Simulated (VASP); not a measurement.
Ti:

```
Ti
1.0
     0.00000    2.87802    2.87802
     2.87802    0.00000    2.87802
     2.87802    2.87802    0.00000
Ti
2
Cartesian
  0.7195 0.7195 0.7195
  5.0365 5.0365 5.0365
```

This isn't the form of Ti at room conditions, which is hcp.

* Program: VASP 6.6.1
* Task: relaxation of cell and atoms
* Functional: PBE
* Potentials or basis: VASP PAW PBE potentials, release 64 (Ti_sv)
* Cutoff: 600 eV
* k mesh: 10 × 10 × 10
* Occupations: fermi-dirac, width 0.05 eV
* Spin: collinear spin
* Starting moments: [1.0, 1.0] μB

At the start: pressure 3.8 GPa; volume 23.84 Å³/atom.

Q: Where does the relaxation end?

A: Over 4 steps the energy falls by 40.1 meV/atom and the volume is 27.43 Å³/atom (+15.1 %); space group Fd-3m (No. 227, to 0.1 Å) before and after; moment 4.57 μB per cell.

The path:
| step | energy change (eV) | largest force (eV/Å) | pressure (GPa) | volume (Å³) |
| --- | --- | --- | --- | --- |
| 1 | 0.0000 | 0.0000 | 3.78 | 47.68 |
| 2 | -0.0656 | 0.0000 | 1.49 | 51.67 |
| 3 | -0.0801 | 0.0000 | 0.07 | 54.70 |
| 4 | -0.0801 | 0.0000 | 0.00 | 54.86 |

Final structure:
```
Ti
1.0
     0.00000    3.01590    3.01590
     3.01590    0.00000    3.01590
     3.01590    3.01590    0.00000
Ti
2
Cartesian
  0.7540 0.7540 0.7540
  5.2778 5.2778 5.2778
```

Caveat: the volume moved by over 15 % at a fixed basis, so the end points are rough.
